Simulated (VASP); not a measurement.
# BiH4 (F-43m) in VASP: relaxation of cell and atoms with PBE

Aim: the relaxation of cell and atoms of BiH4 with PBE.

Everything below comes from runs of VASP 6.6.1. Logs are shortened: lines on timing, memory, paths and dates and some standing lists are left out, and cuts for length are marked.

### 1 The cell of the first run

It takes space group F-43m (No. 216, cubic). The conventional cell has a = 6.106 Å, b = 6.106 Å, c = 6.106 Å, α = 90.00°, β = 90.00°, γ = 90.00°. Bi (site symmetry -43m) has 12 H at 2.49 Å within 3.3 Å. Within 1.8 Å of H (site symmetry 3m) lie 3 H at 1.38 Å.

### 2 Relaxation of cell and atoms, PBE

Contents of INCAR:

```
SYSTEM = BiH4
  ALGO = Normal
  EDIFF = 1E-6
  EDIFFG = -0.04
  ENCUT = 600
  GGA = PE
  IBRION = 2
  ISIF = 3
  ISMEAR = 0
  LASPH = .TRUE.
  LCHARG = .FALSE.
  LREAL = .FALSE.
  LWAVE = .FALSE.
  NELM = 60
  NSW = 90
  PREC = Accurate
  SIGMA = 0.1
```

Contents of KPOINTS:

```
k-points
0
G
  6 6 6
  0 0 0
```

Contents of POSCAR:

```
BiH4
1.0
    0.0000000000      3.0532499900      3.0532499900
    3.0532499900      0.0000000000      3.0532499900
    3.0532499900      3.0532499900      0.0000000000
Bi H
1 4
Direct
    0.2500000000      0.2500000000      0.2500000000
    0.5798773800      0.5798773800      0.5798773800
    0.5798773800      0.5798773800      0.2603678600
    0.5798773800      0.2603678600      0.5798773800
    0.2603678600      0.5798773800      0.5798773800
```

Potentials or basis: VASP PAW PBE potentials, release 64 (Bi_d, H).

The run is started by

```sh
$ cat potpaw_PBE.64/Bi_d/POTCAR potpaw_PBE.64/H/POTCAR > POTCAR
$ mpirun -np 1 vasp_std > vasp.out
```

OUTCAR:

```text
SYSTEM = BiH4
   EDIFF = 1E-6
   EDIFFG = -0.04
   ENCUT = 600
   GGA = PE
   IBRION = 2
   ISIF = 3
   ISMEAR = 0
   LASPH = .TRUE.
   LREAL = .FALSE.
   NELM = 60
   NSW = 90
   PREC = Accurate

 ion  position               nearest neighbor table
   1  0.250  0.250  0.250-
   2  0.580  0.580  0.580-
   3  0.580  0.580  0.260-
   4  0.580  0.260  0.580-
   5  0.260  0.580  0.580-

  LATTYP: Found a face centered cubic cell.
 ALAT       =     6.1064999800

  Lattice vectors:

 A1 = (   0.0000000000,   3.0532499900,   3.0532499900)
 A2 = (   3.0532499900,   0.0000000000,   3.0532499900)
 A3 = (   3.0532499900,   3.0532499900,   0.0000000000)

Analysis of symmetry for initial positions (statically):
=====================================================================
 Subroutine PRICEL returns:
 Original cell was already a primitive cell.

 Routine SETGRP: Setting up the symmetry group for a
 face centered cubic supercell.

 Subroutine GETGRP returns: Found 24 space group operations
 (whereof 24 operations were pure point group operations)
 out of a pool of 48 trial point group operations.

The static configuration has the point symmetry T_d .

Analysis of symmetry for dynamics (positions and initial velocities):
=====================================================================
 Subroutine PRICEL returns:
 Original cell was already a primitive cell.

 Routine SETGRP: Setting up the symmetry group for a
 face centered cubic supercell.

 Subroutine GETGRP returns: Found 24 space group operations
 (whereof 24 operations were pure point group operations)
 out of a pool of 48 trial point group operations.

The dynamic configuration has the point symmetry T_d .

 Subroutine INISYM returns: Found 24 space group operations
 (whereof 24 operations are pure point group operations),
 and found     1 'primitive' translations

----------------------------------------------------------------------------------------

                                     Primitive cell

  volume of cell :      56.9268

  direct lattice vectors                    reciprocal lattice vectors
     0.000000000  3.053249990  3.053249990    -0.163759928  0.163759928  0.163759928
     3.053249990  0.000000000  3.053249990     0.163759928 -0.163759928  0.163759928
     3.053249990  3.053249990  0.000000000     0.163759928  0.163759928 -0.163759928

  length of vectors
     4.317947545  4.317947545  4.317947545     0.283640516  0.283640516  0.283640516

  position of ions in fractional coordinates (direct lattice)
     0.250000000  0.250000000  0.250000000
     0.579877380  0.579877380  0.579877380
     0.579877380  0.579877380  0.260367860
     0.579877380  0.260367860  0.579877380
     0.260367860  0.579877380  0.579877380

  ion indices of the primitive-cell ions
   primitive index   ion index
                 1           1
                 2           2
                 3           3
                 4           4
                 5           5

----------------------------------------------------------------------------------------

 KPOINTS: k-points

Automatic generation of k-mesh.
 Grid dimensions read from file:
 generate k-points for:    6    6    6

 Generating k-lattice:

  Cartesian coordinates                     Fractional coordinates (reciprocal lattice)
    -0.027293321  0.027293321  0.027293321     0.166666667  0.000000000  0.000000000
     0.027293321 -0.027293321  0.027293321     0.000000000  0.166666667  0.000000000
     0.027293321  0.027293321 -0.027293321     0.000000000  0.000000000  0.166666667

  Length of vectors
     0.047273419  0.047273419  0.047273419

  Shift w.r.t. Gamma in fractional coordinates (k-lattice)
     0.000000000  0.000000000  0.000000000

 Subroutine IBZKPT returns following result:
 ===========================================

 Found     16 irreducible k-points:

 Following reciprocal coordinates:
            Coordinates               Weight
  0.000000  0.000000  0.000000      1.000000
  0.166667  0.000000  0.000000      8.000000
  0.333333  0.000000  0.000000      8.000000
  0.500000  0.000000  0.000000      4.000000
  0.166667  0.166667  0.000000      6.000000
  0.333333  0.166667  0.000000     24.000000
[... 8 lines left out ...]
 -0.333333  0.333333  0.166667     24.000000
 -0.333333  0.500000  0.166667     12.000000
   k-points           NKPTS =     16   k-points in BZ     NKDIM =     16   number of bands    NBANDS=     13
   number of dos      NEDOS =    301   number of ions     NIONS =      5
   total plane-waves  NPLWV =  46656
   dimension x,y,z NGX =    36 NGY =   36 NGZ =   36
   dimension x,y,z NGXF=    72 NGYF=   72 NGZF=   72
   ions per type =               1   4
   NGX,Y,Z   is equivalent  to a cutoff of  13.86, 13.86, 13.86 a.u.
   NGXF,Y,Z  is equivalent  to a cutoff of  27.72, 27.72, 27.72 a.u.
 SYSTEM =  BiH4
   PREC   = accura    normal or accurate (medium, high low for compatibility)
   ISTART =      0    job   : 0-new  1-cont  2-samecut
   ICHARG =      2    charge: 1-file 2-atom 10-const
   ISPIN  =      1    spin polarized calculation?
   LNONCOLLINEAR =      F non collinear calculations
   LSORBIT =      F    spin-orbit coupling
   LASPH  =      T    aspherical Exc in radial PAW
   ENCUT  =  600.0 eV  44.10 Ry    6.64 a.u.   8.62  8.62  8.62*2*pi/ulx,y,z
   NELM   =     60;   NELMIN=  2; NELMDL= -5     # of ELM steps
   EDIFF  = 0.1E-05   stopping-criterion for ELM
   LREAL  =      F    real-space projection
   EDIFFG = -.4E-01   stopping-criterion for IOM
   NSW    =     90    number of steps for IOM
   IBRION =      2    ionic relax: 0-MD 1-quasi-New 2-CG
   NFREE  =      1    steps in history (QN), initial steepest desc. (CG)
   ISIF   =      3    stress and relaxation
   ISYM   =      2    0-nonsym 1-usesym 2-fastsym
   POTIM  = 0.5000    time-step for ionic-motion
   TEBEG  =    0.0;   TEEND  =   0.0 temperature during run
   PSTRESS=    0.0 pullay stress
   NELECT =      19.0000    total number of electrons
   NUPDOWN=      -1.0000    fix difference up-down
   EMIN   =  10.00;   EMAX   =-10.00  energy-range for DOS
   EFERMI =   0.00;   METHOD = LEGACY
   ISMEAR =     0;   SIGMA  =   0.10  broadening in eV -4-tet -1-fermi 0-gaus
   EFERMI_NEDOS =   21; number of points for ismear=-14 and -15
   IALGO  =     38    algorithm
   IMIX   =      4    mixing-type and parameters
     AMIX     =   0.40;   BMIX     =  1.00
     AMIX_MAG =   1.60;   BMIX_MAG =  1.00
  volume/ion in A,a.u.               =      11.39        76.83
  Fermi-wavevector in a.u.,A,eV,Ry     =   1.135587  2.145948 17.545493  1.289557
  Thomas-Fermi vector in A             =   2.272292
   LORBIT       =      0    0 simple, 1 ext, 2 COOP (PROOUT), +10 PAW based schemes
   GGA     = PE    functional components
   LHFCALC =     F    Hartree Fock is set to
   AEXX    =    0.0000 exact exchange contribution
   IVDW    =     0    specifies the selected vdW correction
   LEPSILON=     F    determine dielectric tensor
   LRPA    =     F    only Hartree local field effects (RPA)
 conjugate gradient relaxation of ions
 non-spin polarized calculation
 Gauss-broadening in eV      SIGMA  =   0.10
  energy-cutoff  :      600.00
  volume of cell :       56.93
 maximum number of plane-waves:      1917
 NGX is ok and might be reduce to    36
   NGX = 17   NGY = 17   NGZ = 17

--------------------------------------- Ionic step        1  -------------------------------------------

 number of electron      19.0000003 magnetization

 Free energy of the ion-electron system (eV)
  ---------------------------------------------------
  ext. energy  EPLUGINS =         0.00000000
  ---------------------------------------------------
  free energy    TOTEN  =       -11.85067780 eV

  energy without entropy =      -11.83754287  energy(sigma->0) =      -11.84411033

------------------------ aborting loop because EDIFF is reached ----------------------------------------

  FORCE on cell =-STRESS in cart. coord.  units (eV):
  Direction    XX          YY          ZZ          XY          YZ          ZX
  --------------------------------------------------------------------------------------
  -------------------------------------------------------------------------------------
  Total       -1.1047044     -1.1047044     -1.1047044     -0.0000000     -0.0000000     -0.0000000
  in kB      -31.0913508    -31.0913508    -31.0913508     -0.0000000     -0.0000000     -0.0000000
  external PRESSURE =     -31.0913508 kB  Pullay stress =       0.0000000 kB
[... 26 lines left out ...]
--------------------------------------- Ionic step        2  -------------------------------------------

 number of electron      19.0000000 magnetization

 E-fermi :   3.7927     XC(G=0):  -9.2382

 val. band max:        3.7858983685   @ k =   0.5000   0.1667   0.0000
 cond. band min:       3.7981175777   @ k =   0.1667   0.1667   0.0000
 fundamental gap:      0.0122192092
 Fermi energy:         3.7926844898

 k-point     1 :       0.0000    0.0000    0.0000
  band No.  band energies     occupation
      1     -19.0572      2.00000
      2     -19.0572      2.00000
      3     -19.0572      2.00000
      4     -19.0327      2.00000
      5     -19.0327      2.00000
      6      -9.2723      2.00000
      7      -1.0715      2.00000
      8       4.3776      0.00000
      9       4.3776      0.00000
     10       4.3776      0.00000
     11       5.0998      0.00000
     12       5.0998      0.00000
     13       5.0998      0.00000
[... 276 lines left out ...]
--------------------------------------- Ionic step        3  -------------------------------------------

 number of electron      19.0000001 magnetization

 E-fermi :   4.6618     XC(G=0):  -9.6844

 val. band max:        4.6308183918   @ k =  -0.1667   0.1667   0.0000
 cond. band min:       4.6816309395   @ k =   0.5000   0.1667   0.0000
 fundamental gap:      0.0508125477
 Fermi energy:         4.6618232547

 k-point     1 :       0.0000    0.0000    0.0000
  band No.  band energies     occupation
      1     -18.2540      2.00000
      2     -18.2540      2.00000
      3     -18.2540      2.00000
      4     -18.2215      2.00000
      5     -18.2215      2.00000
      6      -8.8421      2.00000
      7       1.0591      2.00000
      8       5.1021      0.00000
      9       5.1021      0.00000
     10       5.1021      0.00000
     11       6.2421      0.00000
     12       6.2421      0.00000
     13       6.2421      0.00000
[... 270 lines left out ...]
  FREE ENERGIE OF THE ION-ELECTRON SYSTEM (eV)
  ---------------------------------------------------
  free  energy   TOTEN  =       -12.1548092934 eV

  energy  without entropy=      -12.1426023447  energy(sigma->0) =      -12.14870582

[... ionic steps 4 to 7 ...]

--------------------------------------- Ionic step        8  -------------------------------------------

 number of electron      18.9999998 magnetization

------------------------ aborting loop because EDIFF is reached ----------------------------------------
[... 73 lines left out ...]
--------------------------------------- Ionic step       10  -------------------------------------------

 number of electron      18.9999999 magnetization

 Free energy of the ion-electron system (eV)
  ---------------------------------------------------
  ext. energy  EPLUGINS =         0.00000000
  ---------------------------------------------------
  free energy    TOTEN  =       -12.69565183 eV

  energy without entropy =      -12.68825731  energy(sigma->0) =      -12.69195457

 E-fermi :   5.3923     XC(G=0): -10.2457

 val. band max:        5.3234971413   @ k =   0.5000   0.0000   0.0000
 cond. band min:       5.4141545711   @ k =   0.1667   0.0000   0.0000
 fundamental gap:      0.0906574299
 Fermi energy:         5.3922544101

 k-point     1 :       0.0000    0.0000    0.0000
  band No.  band energies     occupation
      1     -17.3026      2.00000
      2     -17.3026      2.00000
      3     -17.3026      2.00000
      4     -17.2789      2.00000
      5     -17.2789      2.00000
      6      -8.0221      2.00000
      7       2.9131      2.00000
      8       5.3063      1.77598
      9       5.3063      1.77598
     10       5.3063      1.77598
     11       8.9621      0.00000
     12       8.9621      0.00000
     13       8.9621      0.00000
[... 270 lines left out ...]
  FREE ENERGIE OF THE ION-ELECTRON SYSTEM (eV)
  ---------------------------------------------------
  free  energy   TOTEN  =       -12.6956518294 eV

  energy  without entropy=      -12.6882573087  energy(sigma->0) =      -12.69195457

 reached required accuracy - stopping structural energy minimisation
```

Wall time 2.7 min (1 thread of Intel Xeon Platinum 8259CL at 2.50GHz (Skylake/Cascade Lake), shared host); peak memory 0.22 GiB.

Results:

* Free energy: -12.6957 eV
* Relaxed volume: 9.04 Å³/atom
* Relaxed cell: a = 3.998 Å, b = 3.998 Å, c = 3.998 Å, α = 60.00°, β = 60.00°, γ = 60.00°
* Space group after relaxing (to 0.05 Å): F-43m (No. 216)
* Energy gained by relaxing: 169.0 meV/atom
* Ionic steps: 10
* Pressure after relaxing: -0.5 GPa
* Largest force after relaxing: 0.019 eV/Å

Forces on the atoms (eV/Å):
```
Bi   0.000  0.000  0.000
H   -0.011 -0.011 -0.011
H    0.011  0.011 -0.011
H    0.011 -0.011  0.011
H   -0.011  0.011  0.011
```

Step by step:
```csv
step,energy change (eV),largest force (eV/Å),pressure (GPa),volume (Å³)
1,0.0000,0.5849,-3.11,56.93
2,-0.0951,0.5541,-2.46,55.13
3,-0.3041,0.4853,0.64,49.95
4,-0.2862,0.6205,13.87,40.60
5,-0.3584,0.5219,6.52,44.80
6,-0.4478,0.4908,5.24,44.97
7,-0.6644,0.3434,1.96,45.48
8,-0.8320,0.0320,-2.07,46.50
9,-0.8326,0.0188,-2.21,46.55
10,-0.8450,0.0188,-0.52,45.18
```

Final structure:
```yaml
crystal:
  lattice:
    - [0.00000, 2.82686, 2.82686]
    - [2.82686, 0.00000, 2.82686]
    - [2.82686, 2.82686, 0.00000]
  atoms:
    - { symbol: Bi, position: [0.25000, 0.25000, 0.25000] }
    - { symbol: H, position: [0.64596, 0.64596, 0.64596] }
    - { symbol: H, position: [0.64596, 0.64596, 0.06212] }
    - { symbol: H, position: [0.64596, 0.06212, 0.64596] }
    - { symbol: H, position: [0.06212, 0.64596, 0.64596] }
```

Caveat: the volume moved by over 15 % at a fixed basis, so the end points are rough; spin-orbit coupling is left out, which moves the levels of the heavy elements.
